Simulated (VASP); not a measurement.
Wanted: the native input for a VASP 6.6.1 run.

```
Task                   : single point
Functional             : LDA
Potentials or basis    : VASP PAW LDA potentials, release 64 (Se)
Cutoff                 : 520 eV
k mesh                 : 16 × 16 × 16
Occupations            : gaussian, width 0.15 eV
Spin                   : no spin polarisation
Dipole correction      : no
Further INCAR settings : ALGO = Normal; EDIFF = 1e-06; NBANDS = 9
```

The structure of Se lies in POSCAR:

```
Se
1.0
    2.8105630200      0.0000000000      0.0000000000
    0.0000000000      2.8105630200      0.0000000000
    0.0000000000      0.0000000000      3.0213552465
Se
1
Direct
    0.0000000000      0.0000000000      0.0000000000
```

This cell differs from its parent crystal: strain +0.0750 x Voigt [0, 0, 1, 0, 0, 0].

The input as run:

INCAR

```
  ALGO = Normal
  EDIFF = 1E-6
  ENCUT = 520
  GGA = CA
  ISIF = 2
  ISMEAR = 0
  LASPH = T
  LCHARG = T
  LELF = T
  LREAL = F
  LVHAR = T
  LWAVE = F
  NBANDS = 9
  NELM = 100
  PREC = Accurate
  SIGMA = 0.15
```

KPOINTS

```
k-points
0
Gamma
  16 16 16
```

Potentials or basis: VASP PAW LDA potentials, release 64 (Se).

Run with:

```sh
$ cat potpaw_LDA.64/Se/POTCAR > POTCAR
$ mpirun -np 1 vasp_std > vasp.out
```

Results of the run:

- Pressure: -7.1 GPa
- Band gap on the k mesh: zero (bands 3 and 4 overlap by 5.60 eV)

Caveat: the cell differs from its parent crystal (strain +0.0750 x Voigt [0, 0, 1, 0, 0, 0]); the cell stands under tension.

Wall time 73 s on 1 thread of Intel Xeon 8259CL, with other jobs on the host, peak memory 0.19 GiB.
